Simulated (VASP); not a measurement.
Here is a VASP 6.6.1 calculation.

The input INCAR:

```
SYSTEM = SiO2
PREC     = Accurate       ! precision mode
ENCUT    = 600            ! plane-wave cutoff, eV
EDIFF    = 1E-6           ! SCF threshold, eV
ISMEAR   = 0              ! smearing method
SIGMA    = 0.02           ! smearing width, eV
LREAL    = .False.        ! projectors in reciprocal space
LASPH    = .True.         ! aspherical terms in the spheres
NELM     = 60             ! most SCF steps
ALGO     = Normal         ! electronic algorithm
ISIF     = 3              ! what is computed and relaxed
LWAVE    = .False.        ! write WAVECAR
LCHARG   = .False.        ! write CHGCAR
GGA      = PE             ! functional
IBRION   = 2              ! ionic algorithm
NSW      = 80             ! ionic steps
EDIFFG   = -0.01          ! ionic threshold
```

The input KPOINTS:

```
regular mesh
0
Gamma
  10 10 10
  0 0 0
```

File POSCAR:

```
SiO2
1.0
    0.0000000000      2.2899021700      2.2899021700
    2.2899021700      0.0000000000      2.2899021700
    2.2899021700      2.2899021700      0.0000000000
Si O
1 2
Direct
    0.0000000000      0.0000000000      0.0000000000
    0.2500000000      0.2500000000      0.2500000000
    0.7500000000      0.7500000000      0.7500000000
```

Potentials or basis: VASP PAW PBE potentials, release 64 (Si, O).

Run with:

```sh
$ cat potpaw_PBE.64/Si/POTCAR potpaw_PBE.64/O/POTCAR > POTCAR
$ mpirun -np 1 vasp_std > vasp.out
```

(1) What does it give for the band gap on the k mesh?

Answers

(1) 1.77 eV, indirect (least direct gap 2.02 eV).

Caveat: the relaxation stopped at its first step, so nothing moved.
